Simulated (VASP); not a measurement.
Write the native input for VASP 6.6.1 that does the following.

```
Task                   : single point
Functional             : PBEsol
Potentials or basis    : VASP PAW PBE potentials, release 64 (Mg, Se)
Cutoff                 : 520 eV
k mesh                 : 4 × 4 × 6
Occupations            : fermi-dirac, width 0.03 eV
Spin                   : no spin polarisation
Dipole correction      : no
Further INCAR settings : ALGO = Normal; EDIFF = 1e-06; NBANDS = 23
```

The structure of MgSe2 lies in POSCAR:

```
MgSe2
1.0
    6.0876104466      0.0000000000      0.0000000000
    0.0000000000      6.0876104466      0.0000000000
    0.0000000000      0.0000000000      3.9279158134
Mg Se
2 4
Direct
    0.5000000000      0.5000000000      0.5000000000
    0.0000000000      0.0000000000      0.0000000000
    0.7049198249      0.7049198249      0.0000000000
    0.7950801751      0.2049198249      0.5000000000
    0.2950801751      0.2950801751      0.0000000000
    0.2049198249      0.7950801751      0.5000000000
```

One way to write it, as run:

INCAR

```
SYSTEM = MgSe2
PREC = Accurate ; ENCUT = 520
EDIFF = 1E-6 ; ISMEAR = -1
SIGMA = 0.03 ; LREAL = .False.
LASPH = .True. ; NELM = 100
ALGO = Normal ; ISIF = 2
LWAVE = .False. ; LCHARG = .False.
GGA = PS ; NBANDS = 23
```

KPOINTS

```
regular mesh
0
Gamma
  4 4 6
  0 0 0
```

Potentials or basis: VASP PAW PBE potentials, release 64 (Mg, Se).

The run is started by

```bash
$ cat potpaw_PBE.64/Mg/POTCAR potpaw_PBE.64/Se/POTCAR > POTCAR
$ mpirun -np 1 vasp_std > vasp.out
```

Results of the run:

The pressure is 0.0 GPa and the band gap on the k mesh is zero (band 14 reaches 2.50 eV, above the bottom of band 15 at 1.04 eV).

Caveat: the PAW data sets were made with another functional, which shifts forces and pressure a little.

Wall time 29 s on 1 thread of Intel(R) Xeon(R) 6975P-C (Granite Rapids), with other jobs on the host, peak memory 0.26 GiB.
